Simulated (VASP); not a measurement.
Write the native input for VASP 6.6.1 that does the following.

```
Task                   : single point
Functional             : r2SCAN
Potentials or basis    : VASP PAW PBE potentials, release 64 (Br)
Cutoff                 : 520 eV
k mesh                 : 9 × 9 × 9
Occupations            : fermi-dirac, width 0.1 eV
Spin                   : no spin polarisation
Dipole correction      : no
Further INCAR settings : ALGO = Normal; EDIFF = 1e-07; NBANDS = 14
```

The system is Br.

```
Br
1.0
     0.00000    3.44609    3.44609
     3.44609    0.00000    3.44609
     3.44609    3.44609    0.00000
Br
2
Direct
  0.00000 0.00000 0.00000
  0.25000 0.25000 0.25000
```

These files were run (other wordings do the same):

POSCAR

```
Br
1.0
    0.0000000000      3.4460852821      3.4460852821
    3.4460852821      0.0000000000      3.4460852821
    3.4460852821      3.4460852821      0.0000000000
Br
2
Direct
    0.0000000000      0.0000000000      0.0000000000
    0.2500000000      0.2500000000      0.2500000000
```

INCAR.step1

```
PREC = Accurate ; ENCUT = 520
ISMEAR = -1 ; SIGMA = 0.1
LREAL = F ; LASPH = T
NELM = 100 ; NBANDS = 14
GGA = PE ; ALGO = Normal
EDIFF = 1E-4 ; LWAVE = T
LCHARG = F
```

INCAR.step2

```
PREC = Accurate ; ENCUT = 520
EDIFF = 1E-7 ; ISMEAR = -1
SIGMA = 0.1 ; LREAL = F
LASPH = T ; NELM = 100
ALGO = Normal ; ISIF = 2
LWAVE = F ; LCHARG = F
METAGGA = R2SCAN ; LMIXTAU = T
NBANDS = 14 ; ISTART = 1
```

KPOINTS

```
Automatic mesh
0
Gamma
  9 9 9
```

Potentials or basis: VASP PAW PBE potentials, release 64 (Br).

Run with:

```sh
$ cat potpaw_PBE.64/Br/POTCAR > POTCAR
$ cp INCAR.step1 INCAR
$ mpirun -np 1 vasp_std > vasp.out
$ cp INCAR.step2 INCAR
$ mpirun -np 1 vasp_std > vasp.out
```

Results of the run:

```yaml
Pressure: 0.7 GPa
Band_gap_on_the_k_mesh: zero (band 7 reaches -0.94 eV, above the bottom of band 8 at -2.26 eV)
```

Caveat: the PAW data sets were made with another functional, which shifts forces and pressure a little.

Run time: 2.3 min on 1 thread of AMD EPYC 9R45 (Zen 5), with other jobs on the host, peak memory 0.18 GiB.
